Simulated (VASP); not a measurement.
AlB2Sb3:

```
Al B Sb
1.0
     4.29673    0.00000    0.00000
     0.00000    4.29673    0.00000
     0.00000    0.00000    7.34844
Al B Sb
1 2 3
Direct
  0.50000 0.50000 0.00000
  0.50000 0.50000 0.80407
  0.50000 0.50000 0.19593
  0.50000 0.50000 0.50000
  0.50000 0.00000 0.50000
  0.00000 0.50000 0.50000
```

The cell was generated, and may not be a known phase.

```yaml
Program: VASP 6.6.1
Task: relaxation of cell and atoms
Functional: PBE
Potentials_or_basis: VASP PAW PBE potentials, release 64 (Al, B, Sb)
Cutoff: 600 eV
k_mesh: 4 × 4 × 4
Occupations: gaussian, width 0.1 eV
Spin: no spin polarisation
```

At the start: pressure 90.0 GPa; volume 22.61 Å³/atom.

Q: Where does the relaxation end?

A: Over 20 steps the energy falls by 4460.3 meV/atom and the volume is 47.67 Å³/atom (+110.8 %); space group P4/mmm (No. 123, to 0.1 Å) before and after.

The path:
```tsv
step	energy change (eV)	largest force (eV/Å)	pressure (GPa)	volume (Å³)
1	0.0000	23.8108	89.99	135.67
2	-14.7475	18.2088	3.52	568.00
3	-17.5112	14.4574	2.96	501.65
4	-19.2704	12.1504	2.70	454.29
5	-22.9792	7.1758	7.54	254.33
6	-22.7120	8.2289	5.30	296.27
7	-22.8472	7.9120	5.91	284.26
8	-24.2255	0.6478	-2.22	379.07
9	-24.8140	0.7470	-0.42	334.65
10	-24.8146	0.8143	-0.37	333.59
11	-24.8144	0.8822	-0.32	332.56
12	-25.0460	1.2493	-0.80	328.98
13	-25.5705	1.7882	-0.92	320.39
14	-26.6607	0.9211	-0.24	299.84
15	-26.4166	2.9648	0.76	291.32
16	-26.6829	0.1093	-0.09	297.82
17	-26.7351	0.1239	-0.83	296.13
18	-26.7384	0.0880	-0.71	296.51
19	-26.7614	0.0099	-0.10	287.04
20	-26.7617	0.0212	-0.03	286.03
```

Final structure:
```xyz
6
Lattice="5.9437 0.0000 0.0000 0.0000 5.9437 0.0000 0.0000 0.0000 8.0965" Properties=species:S:1:pos:R:3 pbc="T T T"
Al    2.9718    2.9718    0.0000
B     2.9718    2.9718    6.1236
B     2.9718    2.9718    1.9730
Sb    2.9718    2.9718    4.0483
Sb    2.9718    0.0000    4.0483
Sb    0.0000    2.9718    4.0483
```

Caveat: the k points lie up to 0.26 Å⁻¹ apart in the final cell, too coarse for converged energies and pressures of a metal; the volume moved by over 15 % at a fixed basis, so the end points are rough.
